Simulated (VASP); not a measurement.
# Mo (I4/mmm) in VASP: single point with r2SCAN

Aim: the single point of Mo with r2SCAN.

Everything below comes from runs of VASP 6.6.1. Logs are shortened: lines on timing, memory, paths and dates and some standing lists are left out, and cuts for length are marked.

## Step 1: The cell of the first run

Symmetry: I4/mmm, No. 139, tetragonal system. Conventional cell: a = 3.142 Å, b = 3.142 Å, c = 3.331 Å, α = 90.00°, β = 90.00°, γ = 90.00°. Mo (site symmetry 4/mmm) has 14 Mo at 2.78 to 3.33 Å within 3.7 Å.

## Step 2: Single point, r2SCAN (strain +0.0600 x Voigt [0, 1, 0, 0, 0, 0])

POSCAR

```
Mo
1.0
   -1.5710000000      1.6652600000      1.5710000000
    1.5710000000     -1.6652600000      1.5710000000
    1.5710000000      1.6652600000     -1.5710000000
Mo
1
Direct
    0.0000000000      0.0000000000      0.0000000000
```

INCAR.step1

```
ALGO     = Normal         # electronic algorithm
EDIFF    = 1E-4           # SCF threshold, eV
ENCUT    = 520            # plane-wave cutoff, eV
GGA      = PE             # functional
ISMEAR   = 0              # smearing method
LASPH    = T              # aspherical terms in the spheres
LCHARG   = F              # write CHGCAR
LREAL    = F              # projectors in reciprocal space
LWAVE    = T              # write WAVECAR
NBANDS   = 13             # bands
NELM     = 60             # most SCF steps
PREC     = Accurate       # precision mode
SIGMA    = 0.15           # smearing width, eV
```

INCAR.step2

```
ALGO     = Normal         # electronic algorithm
EDIFF    = 1E-6           # SCF threshold, eV
ENCUT    = 520            # plane-wave cutoff, eV
ISIF     = 2              # what is computed and relaxed
ISMEAR   = 0              # smearing method
ISTART   = 1            
LASPH    = T              # aspherical terms in the spheres
LCHARG   = T              # write CHGCAR
LELF     = T              # ELF
LMIXTAU  = T            
LREAL    = F              # projectors in reciprocal space
LVHAR    = T            
LWAVE    = F              # write WAVECAR
METAGGA  = R2SCAN         # meta-GGA
NBANDS   = 13             # bands
NELM     = 60             # most SCF steps
PREC     = Accurate       # precision mode
SIGMA    = 0.15           # smearing width, eV
```

KPOINTS

```
k-points
0
Gamma
  22 22 22
```

Potentials or basis: VASP PAW PBE potentials, release 64 (Mo_sv).

Started as:

```
cat potpaw_PBE.64/Mo_sv/POTCAR > POTCAR
cp INCAR.step1 INCAR
mpirun -np 1 vasp_std > vasp.out
cp INCAR.step2 INCAR
mpirun -np 1 vasp_std > vasp.out
```

OUTCAR:

```text
EDIFF = 1E-6
   ENCUT = 520
   ISIF = 2
   ISMEAR = 0
   ISTART = 1
   LASPH = T
   LREAL = F
   METAGGA = R2SCAN
   NELM = 60
   PREC = Accurate

 ion  position               nearest neighbor table
   1  0.000  0.000  0.000-

  LATTYP: Found a body centered tetragonal cell.
 ALAT       =     3.1420000000
 C/A-ratio  =     1.0600000000

  Lattice vectors:

 A1 = (  -1.5710000000,  -1.6652600000,   1.5710000000)
 A2 = (   1.5710000000,  -1.6652600000,  -1.5710000000)
 A3 = (   1.5710000000,   1.6652600000,   1.5710000000)

Analysis of symmetry for initial positions (statically):
=====================================================================
 Subroutine PRICEL returns:
 Original cell was already a primitive cell.

 Routine SETGRP: Setting up the symmetry group for a
 body centered tetragonal supercell.

 Subroutine GETGRP returns: Found 16 space group operations
 (whereof 16 operations were pure point group operations)
 out of a pool of 16 trial point group operations.

The static configuration has the point symmetry D_4h.

Analysis of symmetry for dynamics (positions and initial velocities):
=====================================================================
 Subroutine PRICEL returns:
 Original cell was already a primitive cell.

 Routine SETGRP: Setting up the symmetry group for a
 body centered tetragonal supercell.

 Subroutine GETGRP returns: Found 16 space group operations
 (whereof 16 operations were pure point group operations)
 out of a pool of 16 trial point group operations.

The dynamic configuration has the point symmetry D_4h.

 Subroutine INISYM returns: Found 16 space group operations
 (whereof 16 operations are pure point group operations),
 and found     1 'primitive' translations

----------------------------------------------------------------------------------------

                                     Primitive cell

  volume of cell :      16.4397

  direct lattice vectors                    reciprocal lattice vectors
    -1.571000000  1.665260000  1.571000000     0.000000000  0.300253414  0.318268619
     1.571000000 -1.665260000  1.571000000     0.318268619  0.000000000  0.318268619
     1.571000000  1.665260000 -1.571000000     0.318268619  0.300253414  0.000000000

  length of vectors
     2.776539729  2.776539729  2.776539729     0.437546599  0.450099797  0.437546599

  position of ions in fractional coordinates (direct lattice)
     0.000000000  0.000000000  0.000000000

  ion indices of the primitive-cell ions
   primitive index   ion index
                 1           1

[... 83 lines left out ...]
   NUPDOWN=      -1.0000    fix difference up-down
   EMIN   =  10.00;   EMAX   =-10.00  energy-range for DOS
   EFERMI =   0.00;   METHOD = LEGACY
   ISMEAR =     0;   SIGMA  =   0.15  broadening in eV -4-tet -1-fermi 0-gaus
   EFERMI_NEDOS =   21; number of points for ismear=-14 and -15
   IALGO  =     38    algorithm
   IMIX   =      4    mixing-type and parameters
     AMIX     =   0.40;   BMIX     =  1.00
     AMIX_MAG =   1.60;   BMIX_MAG =  1.00
  volume/ion in A,a.u.               =      16.44       110.94
  Fermi-wavevector in a.u.,A,eV,Ry     =   1.551741  2.932366 32.761491  2.407902
  Thomas-Fermi vector in A             =   2.656217
   LORBIT       =      0    0 simple, 1 ext, 2 COOP (PROOUT), +10 PAW based schemes
   METAGGA = R2SCAN    functional components
   LHFCALC =     F    Hartree Fock is set to
   AEXX    =    0.0000 exact exchange contribution
   IVDW    =     0    specifies the selected vdW correction
   LEPSILON=     F    determine dielectric tensor
   LRPA    =     F    only Hartree local field effects (RPA)
 non-spin polarized calculation
 Gauss-broadening in eV      SIGMA  =   0.15
  energy-cutoff  :      520.00
  volume of cell :       16.44
 maximum number of plane-waves:       458
 NGX is ok and might be reduce to    24
   NGX = 11   NGY = 11   NGZ = 11

 number of electron      13.9999999 magnetization

 Free energy of the ion-electron system (eV)
  ---------------------------------------------------
  ext. energy  EPLUGINS =         0.00000000
  ---------------------------------------------------
  free energy    TOTEN  =       -26.02121359 eV

  energy without entropy =      -26.01449196  energy(sigma->0) =      -26.01785278

 E-fermi :  11.7534     XC(G=0): -14.3182

 val. band max:       11.7476876314   @ k =   0.0909   0.3636  -0.0000
 cond. band min:      11.7536747390   @ k =   0.3182  -0.2727   0.2273
 fundamental gap:      0.0059871076
 Fermi energy:        11.7534156336

 k-point     1 :       0.0000    0.0000    0.0000
  band No.  band energies     occupation
      1     -51.4687      2.00000
      2     -24.0622      2.00000
      3     -24.0515      2.00000
      4     -24.0515      2.00000
      5       4.2591      2.00000
      6      10.2389      2.00000
      7      10.2389      2.00000
      8      10.8833      2.00000
      9      13.1334      0.00000
     10      13.9416      0.00000
     11      26.4546      0.00000
     12      27.5917      0.00000
     13      27.5917      0.00000
[... 354 lines left out ...]
  band No.  band energies     occupation
      1     -51.2332      2.00000
      2     -25.3332      2.00000
      3     -24.4435      2.00000
      4     -24.0667      2.00000
      5       6.5586      2.00000
      6       8.6856      2.00000
      7      12.6229      0.00000
      8      13.0746      0.00000
      9      14.3700      0.00000
     10      16.3776      0.00000
     11      23.0588      0.00000
     12      24.4137      0.00000
     13      29.6915      0.00000

 [... further k-points ...]

------------------------ aborting loop because EDIFF is reached ----------------------------------------

  FORCE on cell =-STRESS in cart. coord.  units (eV):
  Direction    XX          YY          ZZ          XY          YZ          ZX
  --------------------------------------------------------------------------------------
  -------------------------------------------------------------------------------------
  Total       -0.5663147     -2.2270173     -0.5663147      0.0000000      0.0000000      0.0000000
  in kB      -55.1917339   -217.0399933    -55.1917339      0.0000000      0.0000000      0.0000000
  external PRESSURE =    -109.1411537 kB  Pullay stress =       0.0000000 kB

 VOLUME and BASIS-vectors are now :
 -----------------------------------------------------------------------------
  energy-cutoff  :      520.00
  volume of cell :       16.44
      direct lattice vectors                 reciprocal lattice vectors
    -1.571000000  1.665260000  1.571000000     0.000000000  0.300253414  0.318268619
     1.571000000 -1.665260000  1.571000000     0.318268619  0.000000000  0.318268619
     1.571000000  1.665260000 -1.571000000     0.318268619  0.300253414  0.000000000

 POSITION                                       TOTAL-FORCE (eV/Angst)
 -----------------------------------------------------------------------------------
      0.00000      0.00000      0.00000        -0.000000     -0.000000     -0.000000
 -----------------------------------------------------------------------------------
    total drift:                                0.000000      0.000000     -0.000000

  FREE ENERGIE OF THE ION-ELECTRON SYSTEM (eV)
  ---------------------------------------------------
  free  energy   TOTEN  =       -26.0212135931 eV

  energy  without entropy=      -26.0144919602  energy(sigma->0) =      -26.01785278
```

It took 4.5 min on 1 thread of Intel Xeon Platinum 8488C (Sapphire Rapids), shared host; peak memory 0.28 GiB.

Results:

- Free energy: -26.0212 eV
- Pressure: -10.9 GPa
- Band gap on the k mesh: zero (bands 7 and 8 overlap by 4.79 eV)

Caveat: the cell differs from its parent crystal (strain +0.0600 x Voigt [0, 1, 0, 0, 0, 0]); the cell stands under tension; the PAW data sets were made with another functional, which shifts forces and pressure a little.
